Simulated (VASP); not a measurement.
Crystal: Cl.

```
CELL_PARAMETERS angstrom
0.00000 3.07500 3.07500
3.07500 0.00000 3.07500
3.07500 3.07500 0.00000
ATOMIC_POSITIONS crystal
Cl 0.00000 0.00000 0.00000
Cl 0.25000 0.25000 0.25000
```

| Property | Result |
| --- | --- |
| Program | VASP 6.6.1 |
| Task | relaxation of cell and atoms |
| Functional | PBE |
| Dispersion | D3(BJ) |
| Potentials or basis | VASP PAW PBE potentials, release 64 (Cl) |
| Cutoff | 500 eV |
| k mesh | 7 × 7 × 7 |
| Occupations | methfessel-paxton, width 0.02 eV |
| Spin | no spin polarisation |

At the start: pressure 2.7 GPa; volume 29.08 Å³/atom.

Problem. Where does the relaxation end?

Solution. Over 4 steps the energy falls by 23.3 meV/atom and the volume is 32.16 Å³/atom (+10.6 %); space group Fd-3m (No. 227, to 0.1 Å) before and after.

Step by step:
```tsv
step	energy change (eV)	largest force (eV/Å)	pressure (GPa)	volume (Å³)
1	0.0000	0.0000	2.67	58.15
2	-0.0425	0.0000	0.71	62.33
3	-0.0466	0.0000	-0.07	64.52
4	-0.0467	0.0000	0.00	64.31
```

Final structure:
```xyz
2
Lattice="0.0000 3.1800 3.1800 3.1800 0.0000 3.1800 3.1800 3.1800 0.0000" Properties=species:S:1:pos:R:3 pbc="T T T"
Cl    0.0000    0.0000    0.0000
Cl    1.5900    1.5900    1.5900
```
